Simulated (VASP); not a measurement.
Runs of VASP 6.6.1 on CoO. The structure is that of space group Fm-3m (No. 225), or close to it. The cells are those of the table. 

```tsv
task	level	potentials or basis	cell	cutoff (eV)	second run	k mesh for the DOS	occupations for the DOS	gap on the mesh (eV)	pressure (GPa)	moment (μB)
single point	LDA	VASP PAW LDA potentials, release 64 (Co_sv, O)	a = 3.014 Å, angles 60.0°, 2 atoms	600	valence_matched	-	-	none	-22.5	2.80
single point	PBEsol	VASP PAW PBE potentials, release 64 (Co, O)	a = 3.014 Å, angles 60.0°, 2 atoms	520	-	-	-	none	-11.3	(a)
single point	LDA	VASP PAW LDA potentials, release 64 (Co, O)	a = 3.074 Å, angles 60.0°, 2 atoms	520	-	-	-	none	-26.4	2.96
density of states	LDA	VASP PAW LDA potentials, release 64 (Co, O)	a = 3.014 Å, angles 60.0°, 2 atoms	520	-	18 × 18 × 18	tetrahedron	-	-	2.74
single point	LDA	VASP PAW LDA potentials, release 64 (Co, O)	a = 3.014 Å, angles 60.0°, 2 atoms	520	-	-	-	none	(b)	2.74
```

Alike in all rows: spin collinear, ferromagnetic start; k mesh 12 × 12 × 12; smearing gaussian 0.05 eV.

Estimate the missing entries.

(a) 2.97; (b) -21.0.

Caveats: a cell with one magnetic atom can't hold antiferromagnetic order, which such compounds often take; semilocal functionals often make such compounds metallic where correlation or magnetic order opens a gap, which also shifts bond lengths; the PAW data sets were made with another functional, which shifts forces and pressure a little (some runs); tetrahedron occupations give inexact forces and stress in metals (some runs).

A gap of «none» marks levels without a gap at the run's occupations.

The runs don't all hold the same shells in valence.
